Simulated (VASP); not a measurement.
Write the native input for VASP 6.6.1 that does the following.

```yaml
Task: single point
Functional: PBE
Potentials_or_basis: VASP PAW PBE potentials, release 64 (Rh_pv)
Cutoff: 520 eV
k_mesh: 18 × 18 × 10
Occupations: gaussian, width 0.15 eV
Spin: no spin polarisation
Dipole_correction: no
Further_INCAR_settings: ALGO = Fast; EDIFF = 1e-06; NBANDS = 22
```

The structure of Rh lies in POSCAR:

```
Rh
1.0
    2.6159000000      0.0000000000      0.0000000000
   -1.3079500000      2.2654358537      0.0000000000
    0.0000000000      0.0000000000      4.5254000000
Rh
2
Direct
    0.6666666667      0.3333333333      0.7500000000
    0.3333333333      0.6666666667      0.2500000000
```

This isn't the form of Rh at room conditions, which is fcc.

These files were run (other wordings do the same):

INCAR

```
PREC = Accurate
ENCUT = 520
EDIFF = 1E-6
ISMEAR = 0
SIGMA = 0.15
LREAL = False
LASPH = True
NELM = 60
ALGO = Fast
ISIF = 2
LWAVE = False
LCHARG = False
GGA = PE
NBANDS = 22
```

KPOINTS

```
regular mesh
0
Gamma
  18 18 10
```

Potentials or basis: VASP PAW PBE potentials, release 64 (Rh_pv).

Run with:

```sh
$ cat potpaw_PBE.64/Rh_pv/POTCAR > POTCAR
$ mpirun -np 1 vasp_std > vasp.out
```

Results of the run:

```
Pressure               : 15.9 GPa
Band gap on the k mesh : zero (bands 15 and 16 overlap by 2.76 eV)
```

Caveat: the cell stands under pressure.

It took 79 s on 1 thread of Intel(R) Xeon(R) Platinum 8488C (Sapphire Rapids), with other jobs on the host, peak memory 0.22 GiB.
